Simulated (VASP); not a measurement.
Write the native input for VASP 6.6.1 that does the following.

| Quantity | Value |
| --- | --- |
| Task | single point |
| Functional | PBEsol |
| Potentials or basis | VASP PAW PBE potentials, release 64 (Na_pv, Cl) |
| Cutoff | 520 eV |
| k mesh | 6 × 6 × 6 |
| Occupations | fermi-dirac, width 0.02 eV |
| Spin | no spin polarisation |
| Dipole correction | no |
| Further INCAR settings | ALGO = Normal; EDIFF = 1e-06; NBANDS = 14 |

The structure of NaCl lies in POSCAR:

```
NaCl
1.0
    0.0000000000      3.0881584919      3.0881584919
    3.0881584919      0.0000000000      3.0881584919
    3.0881584919      3.0881584919      0.0000000000
Na Cl
1 1
Direct
    0.0000000000      0.0000000000      0.0000000000
    0.2500000000      0.2500000000      0.2500000000
```

These files were run (other wordings do the same):

INCAR

```
SYSTEM = NaCl
ALGO = Normal ; EDIFF = 1E-6
ENCUT = 520 ; GGA = PS
ISIF = 2 ; ISMEAR = -1
LASPH = .True. ; LCHARG = .False.
LREAL = .False. ; LWAVE = .False.
NBANDS = 14 ; NELM = 60
PREC = Accurate ; SIGMA = 0.02
```

KPOINTS

```
k-points
0
Gamma
  6 6 6
  0 0 0
```

Potentials or basis: VASP PAW PBE potentials, release 64 (Na_pv, Cl).

Command:

```sh
$ cat potpaw_PBE.64/Na_pv/POTCAR potpaw_PBE.64/Cl/POTCAR > POTCAR
$ mpirun -np 1 vasp_std > vasp.out
```

Results of the run:

```
Pressure               : 0.0 GPa
Band gap on the k mesh : 4.84 eV
```

Caveat: the structure was generated, so it needn't be the stable form of NaCl; the PAW data sets were made with another functional, which shifts forces and pressure a little.

Wall time 23 s on 1 thread of AMD EPYC 7R13, on a shared host, peak memory 0.14 GiB.
